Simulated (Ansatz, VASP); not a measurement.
**Two plane-wave programs on MgO**

The input POSCAR:

```
MgO
1.0
    0.0000000000      2.2251442107      2.1021674168
    2.2251442107      0.0000000000      2.1021674168
    2.2251442107      2.2251442107      0.0000000000
Mg O
1 1
Direct
    0.0000000000      0.0000000000      0.0000000000
    0.5000000000      0.5000000000      0.5000000000
```

INCAR.step1

```
ALGO = Normal
EDIFF = 1E-5
ENCUT = 520
GGA = PE
ISIF = 2
ISMEAR = 0
LASPH = True
LREAL = False
LWAVE = True
NBANDS = 11
NELM = 80
PREC = Accurate
SIGMA = 0.01
```

Contents of INCAR.step2:

```
ALGO = Normal
EDIFF = 1E-7
ENCUT = 520
GGA = PE
HFSCREEN = 0.2079
ISIF = 2
ISMEAR = 0
ISTART = 1
LASPH = True
LCHARG = True
LELF = True
LHFCALC = True
LREAL = False
LVHAR = True
LWAVE = False
NBANDS = 11
NELM = 80
PREC = Accurate
PRECFOCK = Normal
SIGMA = 0.01
```

Contents of KPOINTS:

```
k-points
0
Gamma
  8 8 8
```

Input for Ansatz:

```yaml
crystal:
  lattice:
    - [0.0, 2.2251442107, 2.1021674168]
    - [2.2251442107, 0.0, 2.1021674168]
    - [2.2251442107, 2.2251442107, 0.0]
  atoms:
    - { symbol: Mg, position: [0.0, 0.0, 0.0] }
    - { symbol: O, position: [0.5, 0.5, 0.5] }
kpoints:
  mp_grid: { grid: [8, 8, 8] }
  band_path:
    path:
      - [0.0, 0.0, 0.0]
      - [0.5, 0.0, 0.5]
      - [0.625, 0.25, 0.625]
      - [0.375, 0.375, 0.75]
      - [0.5, 0.5, 0.5]
      - [0.5, 0.25, 0.75]
    npoints: 1
hamiltonian:
  xc: hse06
scf:
  occupations: { method: fixed }
  n_extra_bands: 4
output:
  forces: true
  stress: true
  eigenvalues: true
```

Change from the starting cell: biaxial_xy strain +5.8%.

Alike in both runs: task single point; functional HSE06; k mesh 8 × 8 × 8; no spin polarisation.

|  | VASP | Ansatz |
| --- | --- | --- |
| version | VASP 6.6.1 | Ansatz 0.2.0 |
| potentials or method | VASP PAW PBE potentials, release 64 (Mg, O) | plane waves, PAW |
| plane-wave cutoff (eV) | 520 | 420 |
| occupations | gaussian, width 0.01 eV | fixed |
| valence electrons in the cell | 8 | 16 |

|  | VASP | Ansatz | Ansatz less VASP |
| --- | --- | --- | --- |
| gap on the k mesh at the Fermi level (eV) | 5.28 | 5.33 | +0.045 |
| pressure (GPa) | -14.9 | -14.4 | +0.42 |
| traceless stress, the component that is largest in VASP (GPa) | 4.12 | 4.06 | -0.057 |

VASP's potentials hold 8 valence electrons a cell and Ansatz's 16, so a difference there can come from the potentials and not from the codes. Ansatz's warnings: stress exchange threshold loose, stress scf threshold loose.
